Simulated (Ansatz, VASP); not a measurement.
## One calculation of Ge, two programs

The input INCAR:

```
SYSTEM = Ge
PREC = Accurate ; ENCUT = 520
EDIFF = 1E-7 ; ISMEAR = -1
SIGMA = 0.1 ; LREAL = .False.
LASPH = .True. ; NELM = 100
ALGO = Normal ; ISIF = 2
LWAVE = .False. ; LCHARG = .True.
GGA = PS ; LELF = .True.
LVHAR = .True. ; NBANDS = 13
```

Contents of KPOINTS:

```
regular mesh
0
Gamma
  15 15 15
  0 0 0
```

POSCAR

```
Ge
1.0
    0.0000000000      2.1273240772      2.1273240772
    2.1273240772      0.0000000000      2.1273240772
    2.1273240772      2.1273240772      0.0000000000
Ge
1
Direct
    0.0000000000      0.0000000000      0.0000000000
```

Input for Ansatz:

```yaml
crystal:
  lattice:
    - [0.0, 2.1273240772, 2.1273240772]
    - [2.1273240772, 0.0, 2.1273240772]
    - [2.1273240772, 2.1273240772, 0.0]
  atoms:
    - { symbol: Ge, position: [0.0, 0.0, 0.0] }
hamiltonian:
  xc: pbesol
  pseudopotentials:
    kind: paw
    azcp:
      Ge: "pseudopotentials/Ge.paw.azcp"
basis:
  ecutwfc: 420
  fft_grid_basis: typed
kpoints:
  mp_grid: { grid: [15, 15, 15], shift: [0, 0, 0] }
magnetization:
  spin_polarized: false
scf:
  occupations: { method: fermi_dirac, width: 0.1 }
  lower_state_search: "off"
output:
  stress: true
```

Alike in both runs: task single point; functional PBEsol; k mesh 15 × 15 × 15; occupations fermi-dirac, width 0.1 eV; no spin polarisation.

```csv
,VASP,Ansatz
version,VASP 6.6.1,Ansatz 0.2.0
potentials or method,"VASP PAW PBE potentials, release 64 (Ge_d), cutoff 520 eV","plane waves (420 eV) with PAW, scalar-relativistic"
valence electrons in the cell,14,14
```

|  | VASP | Ansatz | Ansatz less VASP |
| --- | --- | --- | --- |
| pressure (GPa) | -2.2 | -2.2 | -0.05 |

VASP's potentials were made for PBE, not for PBEsol, and Ansatz warns of the same on its side.
